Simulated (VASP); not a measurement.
A run of VASP 6.6.1 is set up as follows.

INCAR

```
PREC     = Accurate       # precision mode
ENCUT    = 600            # plane-wave cutoff, eV
EDIFF    = 1E-7           # SCF threshold, eV
ISMEAR   = -1             # smearing method
SIGMA    = 0.05           # smearing width, eV
LREAL    = F              # projectors in reciprocal space
LASPH    = T              # aspherical terms in the spheres
NELM     = 150            # most SCF steps
ALGO     = Normal         # electronic algorithm
ISIF     = 3              # what is computed and relaxed
LWAVE    = F              # write WAVECAR
LCHARG   = F              # write CHGCAR
ISPIN    = 2              # spin polarisation
MAGMOM   = 2 0            # initial moments
LORBIT   = 11             # projections on sites
LMAXMIX  = 4              # l up to which the mixer works
GGA      = PE             # functional
IBRION   = 2              # ionic algorithm
NSW      = 100            # ionic steps
EDIFFG   = -0.005         # ionic threshold
```

File KPOINTS:

```
Automatic mesh
0
Gamma
  13 13 13
```

The input POSCAR:

```
CoO
1.0
    0.0000000000      2.2322827293      2.2322827293
    2.2322827293      0.0000000000      2.2322827293
    2.2322827293      2.2322827293      0.0000000000
Co O
1 1
Direct
    0.0000000000      0.0000000000      0.0000000000
    0.2500000000      0.2500000000      0.2500000000
```

Potentials or basis: VASP PAW PBE potentials, release 64 (Co, O).

The run is started by

```console
$ cat potpaw_PBE.64/Co/POTCAR potpaw_PBE.64/O/POTCAR > POTCAR
$ mpirun -np 1 vasp_std > vasp.out
```

(1) Predict the site moments.

(2) Estimate the relaxed volume.

(3) What does it give for the net moment?

Results:

(1) Co +2.35; O +0.29 μB.

(2) 11.36 Å³/atom.

(3) 2.73 μB per cell.

Caveat: a cell with one magnetic atom can't hold antiferromagnetic order, which such compounds often take.
